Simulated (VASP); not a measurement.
Wanted: the native input for a VASP 6.6.1 run.

```
Task                   : single point
Functional             : PBE
Potentials or basis    : VASP PAW PBE potentials, release 64 (Ir)
Cutoff                 : 520 eV
k mesh                 : 19 × 19 × 19
Occupations            : fermi-dirac, width 0.05 eV
Spin                   : no spin polarisation
Dipole correction      : no
Further INCAR settings : ALGO = Normal; EDIFF = 1e-06; NBANDS = 10
```

The structure of Ir lies in POSCAR:

```
Ir
1.0
    0.0000000000      1.7292065677      1.7292065677
    1.7292065677      0.0000000000      1.7292065677
    1.7292065677      1.7292065677      0.0000000000
Ir
1
Direct
    0.0000000000      0.0000000000      0.0000000000
```

The input as run:

INCAR

```
SYSTEM = Ir
ALGO = Normal
EDIFF = 1E-6
ENCUT = 520
GGA = PE
ISIF = 2
ISMEAR = -1
LASPH = .True.
LCHARG = .True.
LELF = .True.
LREAL = .False.
LVHAR = .True.
LWAVE = .False.
NBANDS = 10
NELM = 100
PREC = Accurate
SIGMA = 0.05
```

KPOINTS

```
k-points
0
Gamma
  19 19 19
  0 0 0
```

Potentials or basis: VASP PAW PBE potentials, release 64 (Ir).

Command:

```console
$ cat potpaw_PBE.64/Ir/POTCAR > POTCAR
$ mpirun -np 1 vasp_std > vasp.out
```

It gave:

- Pressure: 276.6 GPa
- Band gap on the k mesh: zero (an odd number of electrons rules out a gap without spin polarisation)

Caveat: the cell stands under pressure; spin-orbit coupling is left out, which moves the levels of the heavy elements.

It took 8.4 s on 1 thread of Intel(R) Xeon(R) 6975P-C (Granite Rapids) (shared host), peak memory 0.14 GiB.
